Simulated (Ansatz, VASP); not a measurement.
# GaAs: VASP beside Ansatz

The input INCAR:

```
PREC     = Accurate       # precision mode
ENCUT    = 510            # plane-wave cutoff, eV
EDIFF    = 1E-6           # SCF threshold, eV
ISMEAR   = -1             # smearing method
SIGMA    = 0.02           # smearing width, eV
LREAL    = F              # projectors in reciprocal space
LASPH    = T              # aspherical terms in the spheres
NELM     = 120            # most SCF steps
ALGO     = Normal         # electronic algorithm
ISIF     = 2              # what is computed and relaxed
LWAVE    = F              # write WAVECAR
LCHARG   = F              # write CHGCAR
GGA      = PE             # functional
NBANDS   = 21             # bands
GGA_COMPAT= F
```

File KPOINTS:

```
Automatic mesh
0
Gamma
  8 8 8
```

POSCAR

```
GaAs
1.0
    0.0000000000      2.8330850948      2.8330850948
    2.7155120634      0.0000000000      2.8330850948
    2.7155120634      2.8330850948      0.0000000000
Ga As
1 1
Direct
    0.0000000000      0.0000000000      0.0000000000
    0.2500000000      0.2500000000      0.2500000000
```

Input for Ansatz:

```yaml
crystal:
  lattice:
    - [0.0, 2.8330850948, 2.8330850948]
    - [2.7155120634, 0.0, 2.8330850948]
    - [2.7155120634, 2.8330850948, 0.0]
  atoms:
    - { symbol: Ga, position: [0.0, 0.0, 0.0] }
    - { symbol: As, position: [0.25, 0.25, 0.25] }
kpoints:
  mp_grid: { grid: [8, 8, 8] }
  band_path:
    path:
      - [0.0, 0.0, 0.0]
      - [-0.5, -0.5, 0.0]
      - [-0.375, -0.375, 0.25]
      - [-0.375, 0.0, 0.375]
      - [0.0, 0.0, 0.5]
      - [-0.5, -0.25, 0.25]
    npoints: 1
hamiltonian:
  xc: pbe
scf:
  occupations: { method: fermi_dirac, width: 0.02 }
  n_extra_bands: 4
output:
  forces: true
  stress: true
  eigenvalues: true
```

Change from the starting cell: uniaxial_x strain -4.2%.

Alike in both runs: task single point; functional PBE; k mesh 8 × 8 × 8; occupations fermi-dirac, width 0.02 eV; no spin polarisation.

|  | VASP | Ansatz |
| --- | --- | --- |
| version | VASP 6.6.1 | Ansatz 0.2.0 |
| potentials or method | VASP PAW PBE potentials, release 64 (Ga_d, As_d) | plane waves, PAW |
| plane-wave cutoff (eV) | 510 | 420 |
| valence electrons in the cell | 28 | 28 |

```csv
,VASP,Ansatz,Ansatz less VASP
pressure (GPa),6.1,6.2,+0.06
"traceless stress, the component that is largest in VASP (GPa)",1.53,1.53,-0.001
```

The functional is the same, so the differences come from potentials, cutoffs and numerics.
